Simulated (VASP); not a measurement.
Here is a VASP 6.6.1 calculation.

File INCAR:

```
SYSTEM = CdF2
PREC     = Accurate       ! precision mode
ENCUT    = 520            ! plane-wave cutoff, eV
EDIFF    = 1E-6           ! SCF threshold, eV
ISMEAR   = 0              ! smearing method
SIGMA    = 0.05           ! smearing width, eV
LREAL    = .FALSE.        ! projectors in reciprocal space
LASPH    = .TRUE.         ! aspherical terms in the spheres
NELM     = 100            ! most SCF steps
ALGO     = Normal         ! electronic algorithm
ISIF     = 2              ! what is computed and relaxed
LWAVE    = .FALSE.        ! write WAVECAR
LCHARG   = .TRUE.         ! write CHGCAR
GGA      = PS             ! functional
LELF     = .TRUE.         ! ELF
LVHAR    = .TRUE.       
NBANDS   = 20             ! bands
```

File KPOINTS:

```
regular mesh
0
G
  8 8 8
  0 0 0
```

The input POSCAR:

```
CdF2
1.0
    0.0000000000      2.4896749300      2.6440347757
    2.4896749300      0.0000000000      2.6440347757
    2.4896749300      2.4896749300      0.0000000000
Cd F
1 2
Direct
    0.0000000000      0.0000000000      0.0000000000
    0.2500000000      0.2500000000      0.2500000000
    0.7500000000      0.7500000000      0.7500000000
```

Potentials or basis: VASP PAW PBE potentials, release 64 (Cd, F).

The run is started by

```console
$ cat potpaw_PBE.64/Cd/POTCAR potpaw_PBE.64/F/POTCAR > POTCAR
$ mpirun -np 1 vasp_std > vasp.out
```

Question: Predict the band gap on the k mesh.

Answer: 3.44 eV (least direct gap 3.57 eV).

Question: What does it give for the pressure?

Answer: 30.8 GPa.

Stress tensor (GPa, compression positive):
```
33.07  0.00  0.00
 0.00 33.07  0.00
 0.00  0.00 26.28
```

Caveat: the stress differs along the axes, from 26 to 33 GPa; the PAW data sets were made with another functional, which shifts forces and pressure a little. PBEsol gaps usually lie below the measured ones, often by a third to a half.
